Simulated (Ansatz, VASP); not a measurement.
**One calculation of MgS, two programs**

```
Mg S
1.0
     3.26282    0.00000    0.00000
     0.00000    3.26282    0.00000
     0.00000    0.00000    3.26282
Mg S
1 1
Direct
  0.00000 0.00000 0.00000
  0.50000 0.50000 0.50000
```

Alike in both runs: task single point; functional PBEsol; k mesh 6 × 6 × 6; occupations fermi-dirac, width 0.5 eV; no spin polarisation.

|  | VASP | Ansatz |
| --- | --- | --- |
| version | VASP 6.6.1 | Ansatz 0.2.0 |
| potentials or method | VASP PAW PBE potentials, release 64 (Mg, S) | plane waves |
| plane-wave cutoff (eV) | 600 | 420 |
| valence electrons in the cell | 8 | 16 |

|  | VASP | Ansatz | Ansatz less VASP |
| --- | --- | --- | --- |
| pressure (GPa) | -1.5 | -1.3 | +0.17 |

VASP's potentials were made for PBE, not for PBEsol. VASP's potentials hold 8 valence electrons a cell and Ansatz's 16, so a difference there can come from the potentials and not from the codes.
